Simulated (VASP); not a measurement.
A run of VASP 6.6.1 is set up as follows.

File INCAR:

```
  PREC = Accurate
  ENCUT = 520
  EDIFF = 1E-6
  ISMEAR = 0
  SIGMA = 0.01
  LREAL = False
  LASPH = True
  NELM = 80
  ALGO = Normal
  ISIF = 2
  LWAVE = False
  LCHARG = False
  GGA = CA
  NBANDS = 16
```

KPOINTS

```
regular mesh
0
Gamma
  8 8 6
```

Contents of POSCAR:

```
AlN
1.0
    3.0797654171      0.0000000000      0.0000000000
   -1.5398827086      2.6671550889      0.0000000000
    0.0000000000      0.0000000000      4.9257070825
Al N
2 2
Direct
    0.3333333333      0.6666666667     -0.0010791598
    0.6666666667      0.3333333333      0.4989208402
    0.3333333333      0.6666666667      0.3810791598
    0.6666666667      0.3333333333      0.8810791598
```

Potentials or basis: VASP PAW LDA potentials, release 64 (Al, N).

Run with:

```sh
$ cat potpaw_LDA.64/Al/POTCAR potpaw_LDA.64/N/POTCAR > POTCAR
$ mpirun -np 1 vasp_std > vasp.out
```

Problem. Predict the band gap on the k mesh.

Solution. 4.50 eV.

Problem. Estimate the pressure.

Solution. 2.7 GPa.

A k mesh can miss the band edges.
